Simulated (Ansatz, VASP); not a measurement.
# Si3N4: VASP beside Ansatz

File INCAR:

```
SYSTEM = Si3N4
PREC = Accurate
ENCUT = 520
EDIFF = 1E-7
ISMEAR = 0
SIGMA = 0.02
LREAL = .False.
LASPH = .True.
NELM = 120
ALGO = Normal
ISIF = 2
LWAVE = .False.
LCHARG = .False.
IBRION = 2
NSW = 50
EDIFFG = -0.01
GGA_COMPAT = .False.
NELMIN = 4
```

File KPOINTS:

```
regular mesh
0
Gamma
  6 6 6
  0 0 0
```

File POSCAR:

```
Si3N4
1.0
    0.0000000000      3.9576299534      3.9576299534
    3.9576299534      0.0000000000      3.9576299534
    3.9576299534      3.9576299534      0.0000000000
Si N
6 8
Direct
    0.1250000000      0.1250000000      0.6250000000
    0.1250000000      0.6250000000      0.1250000000
    0.6250000000      0.1250000000      0.1250000000
    0.1250000000      0.1250000000      0.1250000000
    0.7500000000      0.7500000000      0.7500000000
    0.5000000000      0.5000000000      0.5000000000
    0.3672207259      0.3672207259      0.3672207259
    0.3516621778      0.8827792741      0.8827792741
    0.8827792741      0.8827792741      0.3516621778
    0.8827792741      0.3516621778      0.8827792741
    0.3672207259      0.3672207259      0.8983378222
    0.3672207259      0.8983378222      0.3672207259
    0.8827792741      0.8827792741      0.8827792741
    0.8983378222      0.3672207259      0.3672207259
```

Input for Ansatz:

```yaml
crystal:
  lattice:
    - [0.0, 3.9576299534, 3.9576299534]
    - [3.9576299534, 0.0, 3.9576299534]
    - [3.9576299534, 3.9576299534, 0.0]
  atoms:
    - { symbol: Si, position: [0.125, 0.125, 0.625] }
    - { symbol: Si, position: [0.125, 0.625, 0.125] }
    - { symbol: Si, position: [0.625, 0.125, 0.125] }
    - { symbol: Si, position: [0.125, 0.125, 0.125] }
    - { symbol: Si, position: [0.75, 0.75, 0.75] }
    - { symbol: Si, position: [0.5, 0.5, 0.5] }
    - { symbol: "N", position: [0.3672207259, 0.3672207259, 0.3672207259] }
    - { symbol: "N", position: [0.3516621778, 0.8827792741, 0.8827792741] }
    - { symbol: "N", position: [0.8827792741, 0.8827792741, 0.3516621778] }
    - { symbol: "N", position: [0.8827792741, 0.3516621778, 0.8827792741] }
    - { symbol: "N", position: [0.3672207259, 0.3672207259, 0.8983378222] }
    - { symbol: "N", position: [0.3672207259, 0.8983378222, 0.3672207259] }
    - { symbol: "N", position: [0.8827792741, 0.8827792741, 0.8827792741] }
    - { symbol: "N", position: [0.8983378222, 0.3672207259, 0.3672207259] }
basis:
  ecutwfc: 420
kpoints:
  mp_grid: { grid: [6, 6, 6] }
hamiltonian:
  xc: lda
  pseudopotentials: { kind: paw }
scf:
  occupations: { method: gaussian, width: 0.02 }
output:
  forces: true
  stress: true
  eigenvalues: true
  write_density: true
  write_potential: true
  elf: true
  volumetric_format: npy
relax:
  adjacent_minimum: "off"
  f_tol: 0.01
  max_steps: 30
```

Alike in both runs: task relaxation of the atoms; functional LDA; k mesh 6 × 6 × 6; occupations gaussian, width 0.02 eV; no spin polarisation.

|  | VASP | Ansatz |
| --- | --- | --- |
| version | VASP 6.6.1 | Ansatz 0.2.0 |
| potentials or method | VASP PAW LDA potentials, release 64 (Si, N), cutoff 520 eV | scalar-relativistic, plane waves, PAW |
| valence electrons in the cell | 64 | 64 |

|  | VASP | Ansatz | Ansatz less VASP |
| --- | --- | --- | --- |
| gap on the k mesh at the Fermi level, each at its own relaxed structure (eV) | 3.02 | 3.03 | +0.012 |

LDA's correlation is that of Perdew and Zunger in VASP and of Perdew and Wang (1992) in Ansatz. Ansatz's warnings: stress scf threshold loose.
